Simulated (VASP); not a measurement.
# CdSn2O3 (P6/mmm) in VASP: notebook, part 2 of 2

VASP 6.6.1. The steps go on from the part before.

## Step 6: Relaxation of cell and atoms, PBE

This run uses another cell than the first one, of 16.71 Å³/atom.

Contents of INCAR:

```
ALGO = Normal
EDIFF = 1E-7
EDIFFG = -0.04
ENCUT = 600
GGA = PE
IBRION = 2
ISIF = 3
ISMEAR = 0
LASPH = T
LCHARG = F
LREAL = F
LWAVE = F
NELM = 60
NSW = 90
PREC = Accurate
SIGMA = 0.1
```

Contents of KPOINTS:

```
k-points
0
Gamma
  3 3 6
```

Contents of POSCAR:

```
CdSn2O3
1.0
    6.1269432127      0.0000000000      0.0000000000
   -3.0634716064      5.3060884697      0.0000000000
    0.0000000000      0.0000000000      3.0842351050
Cd Sn O
1 2 3
Direct
    0.0000000000      0.0000000000      0.0000000000
    0.3333333333      0.6666666667      0.5000000000
    0.6666666667      0.3333333333      0.5000000000
    0.5000000000      0.0000000000      0.0000000000
    0.0000000000      0.5000000000      0.0000000000
    0.5000000000      0.5000000000      0.0000000000
```

Potentials or basis: VASP PAW PBE potentials, release 64 (Cd, Sn_d, O).

Run with:

```bash
$ cat potpaw_PBE.64/Cd/POTCAR potpaw_PBE.64/Sn_d/POTCAR potpaw_PBE.64/O/POTCAR > POTCAR
$ mpirun -np 1 vasp_std > vasp.out
```

Wall time 2.9 min (1 thread of Oxide Virtual Turin-like, shared host); peak memory 0.25 GiB.

The run converged. Its results:

```
Free energy                           : -28.0364 eV
Relaxed volume                        : 16.55 Å³/atom
Relaxed cell                          : a = 6.111 Å, b = 6.111 Å, c = 3.071 Å, α = 90.00°, β = 90.00°, γ = 120.00°
Space group after relaxing (to 0.1 Å) : P6/mmm (No. 191)
Energy gained by relaxing             : 0.5 meV/atom
Ionic steps                           : 3
Pressure after relaxing               : 0.0 GPa
Band gap on the k mesh                : zero (bands 29 and 30 overlap by 1.38 eV)
```

Stress tensor (GPa, compression positive):
```
-0.06  0.00  0.00
 0.00 -0.06  0.00
 0.00  0.00  0.08
```

Step by step:
| step | energy change (eV) | largest force (eV/Å) | pressure (GPa) | volume (Å³) |
| --- | --- | --- | --- | --- |
| 1 | 0.0000 | 0.0000 | -0.96 | 100.27 |
| 2 | -0.0024 | 0.0000 | 0.47 | 98.83 |
| 3 | -0.0031 | 0.0000 | -0.01 | 99.30 |

Final structure:
```
Cd Sn O
1.0
     6.11057    0.00000    0.00000
    -3.05528    5.29191    0.00000
     0.00000    0.00000    3.07074
Cd Sn O
1 2 3
Direct
  0.00000 0.00000 0.00000
  0.33333 0.66667 0.50000
  0.66667 0.33333 0.50000
  0.50000 0.00000 0.00000
  0.00000 0.50000 0.00000
  0.50000 0.50000 0.00000
```

Levels at points of the mesh, in eV from the Fermi level:
| k point | band 25 | band 26 | band 27 | band 28 | band 29 | band 30 | band 31 | band 32 | band 33 | band 34 |
| --- | --- | --- | --- | --- | --- | --- | --- | --- | --- | --- |
| (0.00, 0.00, 0.00) | -3.29 | -2.95 | -2.95 | -2.69 | -2.63 | 1.93 | 1.93 | 2.21 | 3.40 | 3.40 |
| (0.00, 0.00, 0.50) | -3.86 | -2.91 | -2.91 | -2.31 | 0.46 | 0.78 | 1.95 | 2.54 | 2.54 | 2.56 |

Caveat: the k points lie up to 0.40 Å⁻¹ apart in the final cell, too coarse for converged energies and pressures of a metal; spin-orbit coupling is left out, which moves the levels of the heavy elements.

## Step 7: Relaxation of cell and atoms, PBE

This run uses another cell than the first one, of 19.37 Å³/atom.

Contents of INCAR:

```
SYSTEM = CdSn2O3
PREC = Accurate ; ENCUT = 600
EDIFF = 1E-7 ; ISMEAR = 0
SIGMA = 0.1 ; LREAL = .False.
LASPH = .True. ; NELM = 80
ALGO = Normal ; ISIF = 3
LWAVE = .False. ; LCHARG = .False.
GGA = PE ; IBRION = 2
NSW = 90 ; EDIFFG = -0.04
```

Contents of KPOINTS:

```
Automatic mesh
0
Gamma
  6 6 4
  0 0 0
```

Contents of POSCAR:

```
CdSn2O3
1.0
    4.7432904200      0.0000000000      0.0000000000
   -2.3716452100      4.1078100000      0.0000000000
    0.0000000000      0.0000000000      5.9657931700
Cd Sn O
1 2 3
Direct
    0.0000000000      0.0000000000      0.0000000000
    0.3333333300      0.6666666700      0.5000000000
    0.6666666700      0.3333333300      0.5000000000
    0.5000000000      0.0000000000      0.0000000000
    0.0000000000      0.5000000000      0.0000000000
    0.5000000000      0.5000000000      0.0000000000
```

Run with:

```bash
$ cat potpaw_PBE.64/Cd/POTCAR potpaw_PBE.64/Sn_d/POTCAR potpaw_PBE.64/O/POTCAR > POTCAR
$ mpirun -np 1 vasp_std > vasp.out
```

Wall time 34 min (1 thread of Oxide Virtual Turin-like, shared host); peak memory 0.32 GiB.

It converged, with:

```yaml
Free_energy: -27.5640 eV
Relaxed_volume: 16.30 Å³/atom
Relaxed_cell: a = 6.024 Å, b = 6.024 Å, c = 3.112 Å, α = 90.00°, β = 90.00°, γ = 120.00°
Space_group_after_relaxing_to_0.1_Å: P6/mmm (No. 191)
Pressure_after_relaxing: -0.3 GPa
Band_gap_on_the_k_mesh: zero (bands 29 and 30 overlap by 1.40 eV)
```

Final structure:
```
CELL_PARAMETERS angstrom
6.02403 0.00000 0.00000
-3.01201 5.21696 0.00000
0.00000 0.00000 3.11193
ATOMIC_POSITIONS crystal
Cd 0.00000 0.00000 0.00000
Sn 0.33333 0.66667 0.50000
Sn 0.66667 0.33333 0.50000
O 0.50000 0.00000 0.00000
O 0.00000 0.50000 0.00000
O 0.50000 0.50000 0.00000
```

Levels at points of the mesh, in eV from the Fermi level:
```tsv
k point	band 27	band 28	band 29	band 30	band 31	band 32
(0.00, 0.00, 0.00)	-3.11	-2.65	-2.64	1.84	1.84	2.26
(0.50, 0.00, 0.00)	-2.77	-2.04	-1.35	0.13	1.60	2.99
(0.00, 0.00, 0.50)	-2.88	-2.35	0.35	0.64	2.23	2.44
(0.50, 0.00, 0.50)	-2.52	-1.69	0.13	0.23	1.75	3.72
```

Caveat: the volume moved by over 15 % at a fixed basis, so the end points are rough; spin-orbit coupling is left out, which moves the levels of the heavy elements.

## Step 8: Overview

| task | cell | k mesh | cutoff (eV) | gap on the mesh (eV) | pressure (GPa) | relaxed volume (Å³/atom) |
| --- | --- | --- | --- | --- | --- | --- |
| single point | a = 6.108, b = 6.108, c = 3.073 Å, angles 90.0, 90.0, 120.0°, 6 atoms | 3 × 3 × 6 | 520 | none | 0.1 | - |
| single point | a = 6.127, b = 6.127, c = 3.084 Å, angles 90.0, 90.0, 120.0°, 6 atoms | 6 × 6 × 4 | 520 | none | 0.3 | - |
| single point | a = 4.743, b = 4.743, c = 5.966 Å, angles 90.0, 90.0, 120.0°, 6 atoms | 6 × 6 × 4 | 520 | none | -2.7 | - |
| single point | a = 6.086, b = 6.086, c = 3.073 Å, angles 90.0, 90.0, 120.0°, 6 atoms | 6 × 6 × 12 | 520 | none | 0.1 | - |
| relaxation of cell and atoms | relaxed from a = 6.127, b = 6.127, c = 3.084 Å, angles 90.0, 90.0, 120.0°, 6 atoms | 3 × 3 × 6 | 600 | none | 0.0 | 16.55 |
| relaxation of cell and atoms | relaxed from a = 4.743, b = 4.743, c = 5.966 Å, angles 90.0, 90.0, 120.0°, 6 atoms | 6 × 6 × 4 | 600 | none | -0.3 | 16.30 |

Alike in all rows: level PBE; potentials or basis VASP PAW PBE potentials, release 64 (Cd, Sn_d, O); no spin polarisation; smearing gaussian 0.1 eV.

Caveats: some runs use coarse meshes; spin-orbit coupling is left out, which moves the levels of the heavy elements; the stress differs along the axes, from -12 to 2 GPa (at least some runs); semilocal functionals underestimate gaps, and a narrow one can read as zero (at least some runs); the volume moved by over 15 % at a fixed basis, so the end points are rough (at least some runs).

Total energies depend on the potentials used, so only differences within one code and one set of settings carry meaning.
